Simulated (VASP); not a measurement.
A run of VASP 6.6.1:

INCAR

```
  PREC = Accurate
  ENCUT = 400
  EDIFF = 1E-6
  ISMEAR = 0
  SIGMA = 0.05
  LREAL = Auto
  LASPH = T
  NELM = 200
  ALGO = Normal
  ISIF = 2
  LWAVE = F
  LCHARG = F
  ISPIN = 2
  MAGMOM = 0.05 0.05 0 0.2 0 0 0 0 0 0.2 0 0 0 0 0 0 0 0 0 0 0 0 0 0 0 0 0 0 0 0 0 0 0 0 0 0 0 0 0 0 0 0 0 0 0 0 0 0 0 0 0 0 0
  LORBIT = 11
  GGA = PE
  NBANDS = 276
  GGA_COMPAT = F
```

Contents of KPOINTS:

```
Automatic mesh
0
Gamma
  1 1 1
```

POSCAR

```
Ga27P26
1.0
    0.0000000000      8.1757500000      8.1757500000
    8.1757500000      0.0000000000      8.1757500000
    8.1757500000      8.1757500000      0.0000000000
Ga P
27 26
Direct
   -0.0013075946      0.0151194860     -0.0017012238
    0.0158789550     -0.0008479241      0.3195514800
   -0.0003666377     -0.0000727955      0.6665638674
   -0.0019185975      0.3232912753     -0.0020255675
    0.0009946426      0.3332547870      0.3300704288
   -0.0008509317      0.3371999834      0.6596109386
    0.0001136965      0.6667185902      0.0000657348
    0.0009661823      0.6694254911      0.3297019101
   -0.0003862357      0.6673132585      0.6666296016
    0.3219157586     -0.0015587711      0.0146364633
    0.3370629435     -0.0006537560      0.3372731569
    0.3329569520      0.0013170712      0.6689478990
    0.3299518475      0.3334603608      0.0007260217
    0.3334595312      0.3335018518      0.3331791677
    0.3331536287      0.3300351034      0.6690832176
    0.3296223966      0.6694609029      0.0006634534
    0.3369656115      0.6600984565      0.3372664130
    0.3338105584      0.6660569353      0.6675045102
    0.6667514734     -0.0001397549     -0.0005050243
    0.6693886012      0.0012624778      0.3329371040
    0.6663704802      0.0004309419      0.6661118247
    0.6600070449      0.3371165290     -0.0011598565
    0.6693736274      0.3297155061      0.3332683897
    0.6658532054      0.3340739717      0.6657522460
    0.6668136515      0.6673670616     -0.0005456798
    0.6675881945      0.6659926276      0.3338836881
    0.6657826257      0.6677671225      0.6656657916
    0.0882470502      0.0837169586      0.4148397560
    0.0833006527      0.0882325071      0.7462636843
    0.0799912862      0.4120985529      0.0800784233
    0.0837612762      0.4201432298      0.4097681892
    0.0833128027      0.4153291043      0.7465305019
    0.0797819913      0.7614120950      0.0797804946
    0.0880238066      0.7469527495      0.4148795614
    0.0833898033      0.7500406198      0.7499501613
    0.4146663631      0.0836762034      0.0881744742
    0.4200966156      0.0838481768      0.4195874938
    0.4117421952      0.0801113483      0.7613049987
    0.4101499613      0.4200526833      0.0833960666
    0.4199810315      0.4102433633      0.4196444513
    0.4157495703      0.4159399008      0.7506952375
    0.4146917646      0.7469827454      0.0880409285
    0.4179476818      0.7488674210      0.4179095933
    0.4156554705      0.7511517798      0.7506278055
    0.7466401898      0.0880313655      0.0831052640
    0.7616811175      0.0798945778      0.4118887216
    0.7497398439      0.0837199286      0.7496824939
    0.7466351781      0.4153835241      0.0832831835
    0.7508931977      0.4158700757      0.4157004928
    0.7487012340      0.4181186120      0.7484772402
    0.7499622422      0.7500038330      0.0834320905
    0.7508525570      0.7510942703      0.4155916218
    0.7497431086      0.7501609007      0.7496902149
```

Potentials or basis: VASP PAW PBE potentials, release 64 (Ga_d, P).

The run is started by

```bash
$ cat potpaw_PBE.64/Ga_d/POTCAR potpaw_PBE.64/P/POTCAR > POTCAR
$ mpirun -np 1 vasp_gam > vasp.out
```

Hardware: 1 thread of AMD EPYC 7571 (shared host).

Estimate the wall time of this run.

Wall time 32 min on 1 thread of AMD EPYC 7571 (shared host), peak memory 1.3 GiB. Counts: scf iterations 20, k points 1.
